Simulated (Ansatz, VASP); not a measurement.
# Two plane-wave programs on WS2

INCAR

```
SYSTEM = WS2
ALGO     = Normal         ! electronic algorithm
EDIFF    = 1E-6           ! SCF threshold, eV
ENCUT    = 520            ! plane-wave cutoff, eV
GGA      = PS             ! functional
ISIF     = 2              ! what is computed and relaxed
ISMEAR   = 0              ! smearing method
LASPH    = .True.         ! aspherical terms in the spheres
LCHARG   = .False.        ! write CHGCAR
LREAL    = .False.        ! projectors in reciprocal space
LWAVE    = .False.        ! write WAVECAR
NBANDS   = 35             ! bands
NELM     = 100            ! most SCF steps
PREC     = Accurate       ! precision mode
SIGMA    = 0.05           ! smearing width, eV
```

Contents of KPOINTS:

```
k-points
0
Gamma
  12 12 1
  0 0 0
```

POSCAR

```
WS2
1.0
    3.1457762248      0.0000000000      0.0000000000
   -1.5728881124      2.7243221253      0.0000000000
    0.0000000000      0.0000000000     33.9068421692
W S
2 4
Direct
    0.3333333333      0.6666666667      0.5000000000
    0.3333333333      0.6666666667      0.0000000000
    0.6666666667      0.3333333333      0.4537880746
    0.6666666667      0.3333333333      0.9537880746
    0.6666666667      0.3333333333      0.0462119254
    0.6666666667      0.3333333333      0.5462119254
```

Input for Ansatz:

```yaml
crystal:
  lattice:
    - [3.1457762248, 0.0, 0.0]
    - [-1.5728881124, 2.7243221253, 0.0]
    - [0.0, 0.0, 33.9068421692]
  atoms:
    - { symbol: W, position: [0.3333333333, 0.6666666667, 0.5] }
    - { symbol: W, position: [0.3333333333, 0.6666666667, 0.0] }
    - { symbol: S, position: [0.6666666667, 0.3333333333, 0.4537880746] }
    - { symbol: S, position: [0.6666666667, 0.3333333333, 0.9537880746] }
    - { symbol: S, position: [0.6666666667, 0.3333333333, 0.0462119254] }
    - { symbol: S, position: [0.6666666667, 0.3333333333, 0.5462119254] }
basis:
  ecutwfc: 420
kpoints:
  mp_grid: { grid: [12, 12, 1] }
hamiltonian:
  xc: pbesol
scf:
  occupations: { method: gaussian, width: 0.05 }
output:
  forces: true
  stress: true
  eigenvalues: true
  write_density: true
  write_potential: true
  elf: true
  volumetric_format: npy
```

Alike in both runs: task single point; functional PBEsol; k mesh 12 × 12 × 1; occupations gaussian, width 0.05 eV; no spin polarisation.

|  | VASP | Ansatz |
| --- | --- | --- |
| version | VASP 6.6.1 | Ansatz 0.2.0 |
| potentials or method | VASP PAW PBE potentials, release 64 (W_sv, S), cutoff 520 eV | scalar-relativistic, plane waves, PAW |
| valence electrons in the cell | 52 | 52 |

|  | VASP | Ansatz | Ansatz less VASP |
| --- | --- | --- | --- |
| gap on the k mesh at the Fermi level (eV) | 1.94 | 1.94 | -0.005 |
| least direct gap on the mesh (eV) | 1.94 | 1.94 | -0.005 |
| rms of the force components (eV/Å) | 0.010 | 0.001 | -0.0089 |

VASP's potentials were made for PBE, not for PBEsol. Atom by atom the forces differ by 0.011 eV/Å (rms over components). The functional is the same, so the differences come from potentials, cutoffs and numerics. Ansatz's warnings: xc potential rough in thin density.

Spin-orbit coupling is off throughout.
